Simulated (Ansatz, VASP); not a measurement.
**Bi3S in VASP and in Ansatz**

```
CELL_PARAMETERS angstrom
4.81694 0.00000 0.00000
0.00000 4.81694 0.00000
0.00000 0.00000 4.81694
ATOMIC_POSITIONS crystal
Bi 0.50000 0.00000 0.50000
Bi 0.00000 0.50000 0.50000
Bi 0.50000 0.50000 0.00000
S 0.00000 0.00000 0.00000
```

Change from the starting cell: species swapped into the GdIn3 type (Pm-3m, No. 221).

Alike in both runs: functional PBE; k mesh 10 × 10 × 10; occupations gaussian, width 0.1 eV; no spin polarisation.

Ansatz relaxed the structure, and its values are those at the end. VASP's run is a single point on that final structure, the one shown.

|  | VASP | Ansatz |
| --- | --- | --- |
| version | VASP 6.6.1 | Ansatz 0.2.0 |
| potentials or method | VASP PAW PBE potentials, release 64 (Bi_d, S), cutoff 520 eV | scalar-relativistic, plane waves, PAW |
| valence electrons in the cell | 51 | 51 |

VASP gave:

* gap on the k mesh at the Fermi level (eV): none
* pressure (GPa): -0.1

Q: Estimate Ansatz's values.

A: gap on the k mesh at the Fermi level (eV): none; pressure (GPa): 0.0.

A gap of «none» marks a metal or a gap that the smearing closes.

Spin-orbit coupling is off throughout.
